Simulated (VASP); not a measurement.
Wanted: the native input for a VASP 6.6.1 run.

```
Task                   : single point
Functional             : PBEsol
Potentials or basis    : VASP PAW PBE potentials, release 64 (Ru_pv, Al)
Cutoff                 : 520 eV
k mesh                 : 16 × 16 × 16
Occupations            : gaussian, width 0.3 eV
Spin                   : no spin polarisation
Dipole correction      : no
Further INCAR settings : ALGO = Normal; EDIFF = 1e-06; NBANDS = 16
```

The structure of AlRu lies in POSCAR:

```
AlRu
1.0
    2.9774691089      0.0000000000      0.0000000000
    0.0000000000      2.9774691089      0.0000000000
    0.0000000000      0.0000000000      2.9774691089
Ru Al
1 1
Direct
    0.0000000000      0.0000000000      0.0000000000
    0.5000000000      0.5000000000      0.5000000000
```

These files were run (other wordings do the same):

INCAR

```
SYSTEM = AlRu
PREC = Accurate ; ENCUT = 520
EDIFF = 1E-6 ; ISMEAR = 0
SIGMA = 0.3 ; LREAL = .FALSE.
LASPH = .TRUE. ; NELM = 80
ALGO = Normal ; ISIF = 2
LWAVE = .FALSE. ; LCHARG = .FALSE.
GGA = PS ; NBANDS = 16
```

KPOINTS

```
Automatic mesh
0
G
  16 16 16
  0 0 0
```

Potentials or basis: VASP PAW PBE potentials, release 64 (Ru_pv, Al).

The run is started by

```sh
$ cat potpaw_PBE.64/Ru_pv/POTCAR potpaw_PBE.64/Al/POTCAR > POTCAR
$ mpirun -np 1 vasp_std > vasp.out
```

Results of the run:

| Item | Value |
| --- | --- |
| Pressure | 0.1 GPa |
| Band gap on the k mesh | zero (an odd number of electrons rules out a gap without spin polarisation) |

Caveat: so wide a smearing shifts energies and pressures; the PAW data sets were made with another functional, which shifts forces and pressure a little.

Wall time 41 s on 1 thread of Intel Xeon 8259CL, with other jobs on the host, peak memory 0.19 GiB.
